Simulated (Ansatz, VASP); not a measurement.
# TaC3: VASP beside Ansatz

```
Ta C
1.0
     2.18189   -2.86981    0.00000
     2.18189    2.86981    0.00000
     0.00000    0.00000    2.95609
Ta C
1 3
Direct
  0.00000 0.00000 0.00000
  0.50000 0.50000 0.00000
  0.00000 0.50000 0.50000
  0.50000 0.00000 0.50000
```

Change from the starting cell: species swapped into the CdPt3 type (Cmmm, No. 65).

Alike in both runs: functional PBE; k mesh 14 × 14 × 16; occupations gaussian, width 0.1 eV; no spin polarisation.

Ansatz relaxed the structure, and its values are those at the end. VASP's run is a single point on that final structure, the one shown.

|  | VASP | Ansatz |
| --- | --- | --- |
| version | VASP 6.6.1 | Ansatz 0.2.0 |
| potentials or method | VASP PAW PBE potentials, release 64 (Ta_pv, C), cutoff 520 eV | scalar-relativistic, plane waves, PAW |
| valence electrons in the cell | 23 | 25 |

Ansatz gave:

```
gap on the k mesh at the Fermi level (eV) : none
pressure (GPa)                            : 0.0
```

Q: Which values does VASP return?

A: gap on the k mesh at the Fermi level (eV): none; pressure (GPa): 0.6.

A gap of «none» marks a metal or a gap that the smearing closes. The functional is the same, so the differences come from potentials, cutoffs and numerics. VASP's potentials hold 23 valence electrons a cell and Ansatz's 25, so a difference there can come from the potentials and not from the codes.

Spin-orbit coupling is off throughout.
